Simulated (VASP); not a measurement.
Here is a VASP 6.6.1 calculation.

The input INCAR:

```
SYSTEM = MgS
  ALGO = Normal
  EDIFF = 1E-6
  ENCUT = 520
  GGA = PE
  ISIF = 2
  ISMEAR = -1
  LASPH = .TRUE.
  LCHARG = .FALSE.
  LREAL = .FALSE.
  LWAVE = .FALSE.
  NBANDS = 11
  NELM = 80
  PREC = Accurate
  SIGMA = 0.02
```

KPOINTS

```
k-points
0
G
  8 8 8
  0 0 0
```

The input POSCAR:

```
MgS
1.0
    0.0000000000      2.6015177399      2.6015177399
    2.6015177399      0.0000000000      2.6015177399
    2.6015177399      2.6015177399      0.0000000000
Mg S
1 1
Direct
    0.0000000000      0.0000000000      0.0000000000
    0.5000000000      0.5000000000      0.5000000000
```

Potentials or basis: VASP PAW PBE potentials, release 64 (Mg, S).

Command:

```console
$ cat potpaw_PBE.64/Mg/POTCAR potpaw_PBE.64/S/POTCAR > POTCAR
$ mpirun -np 1 vasp_std > vasp.out
```

Q: Predict the band gap on the k mesh.

A: 2.78 eV, indirect (least direct gap 3.71 eV).

Q: What does it give for the pressure?

A: 0.9 GPa.

A k mesh can miss the band edges. Expect the measured gap to be larger: semilocal functionals such as PBE lack the derivative discontinuity.
